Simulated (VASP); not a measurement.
Here is a VASP 6.6.1 calculation.

The input INCAR:

```
SYSTEM = Si4O7
  ALGO = Normal
  EDIFF = 1E-6
  ENCUT = 520
  GGA = PE
  ISIF = 2
  ISMEAR = 0
  LASPH = .TRUE.
  LCHARG = .FALSE.
  LREAL = .FALSE.
  LWAVE = .FALSE.
  NBANDS = 40
  NELM = 80
  PREC = Accurate
  SIGMA = 0.05
```

KPOINTS

```
k-points
0
G
  6 6 6
  0 0 0
```

POSCAR

```
Si4O7
1.0
    0.0000000000      4.2357990674     -2.6899428419
    0.0000000000     -4.2357990674     -2.6899428419
   -4.2357990674      0.0000000000      2.6899428419
Si O
4 7
Direct
    0.2500000000      0.7500000000      0.5000000000
    0.7500000000      0.2500000000      0.5000000000
    0.0000000000      0.0000000000      1.0000000000
    0.5000000000      0.5000000000      1.0000000000
    1.0000000000      0.3069827092      0.3069827092
    0.5569827092      0.7500000000      0.8069827092
    0.0569827092      0.2500000000      0.8069827092
    0.0000000000      0.6930172908      0.6930172908
    0.5000000000      0.0000000000      0.5000000000
    0.9430172908      0.7500000000      0.1930172908
    0.4430172908      0.2500000000      0.1930172908
```

Potentials or basis: VASP PAW PBE potentials, release 64 (Si, O).

Command:

```bash
$ cat potpaw_PBE.64/Si/POTCAR potpaw_PBE.64/O/POTCAR > POTCAR
$ mpirun -np 1 vasp_std > vasp.out
```

(1) Predict the largest force.

(2) What does it give for the band gap on the k mesh?

(3) What does it give for the pressure?

Results:

(1) 20.195 eV/Å.

(2) zero (bands 29 and 30 overlap by 0.08 eV).

(3) 39.5 GPa.

Caveat: the cell differs from its parent crystal (atoms taken out, atom 9 moved 0.500 of the way to it and +0.000 Å across, host rigid).
